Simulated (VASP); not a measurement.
Here is a VASP 6.6.1 calculation.

File POSCAR:

```
P
1.0
   -1.5306652568      1.5306652568      1.5306652568
    1.5306652568     -1.5306652568      1.5306652568
    1.5306652568      1.5306652568     -1.5306652568
P
1
Direct
    0.0000000000      0.0000000000      0.0000000000
```

Contents of INCAR.step1:

```
SYSTEM = P
PREC = Accurate
ENCUT = 520
ISMEAR = -1
SIGMA = 0.1
LREAL = .FALSE.
LASPH = .TRUE.
NELM = 60
NBANDS = 8
GGA = PE
ALGO = Normal
EDIFF = 1E-4
LWAVE = .TRUE.
LCHARG = .FALSE.
```

Contents of INCAR.step2:

```
SYSTEM = P
PREC = Accurate
ENCUT = 520
EDIFF = 1E-6
ISMEAR = -1
SIGMA = 0.1
LREAL = .FALSE.
LASPH = .TRUE.
NELM = 60
ALGO = Normal
ISIF = 2
LWAVE = .FALSE.
LCHARG = .FALSE.
METAGGA = R2SCAN
LMIXTAU = .TRUE.
NBANDS = 8
ISTART = 1
```

The input KPOINTS:

```
Automatic mesh
0
G
  24 24 24
  0 0 0
```

Potentials or basis: VASP PAW PBE potentials, release 64 (P).

The run is started by

```sh
$ cat potpaw_PBE.64/P/POTCAR > POTCAR
$ cp INCAR.step1 INCAR
$ mpirun -np 1 vasp_std > vasp.out
$ cp INCAR.step2 INCAR
$ mpirun -np 1 vasp_std > vasp.out
```

Task: Estimate the pressure.

Result: -0.2 GPa.

Task: Estimate the band gap on the k mesh.

Result: Zero (an odd number of electrons rules out a gap without spin polarisation).

Caveat: the PAW data sets were made with another functional, which shifts forces and pressure a little.
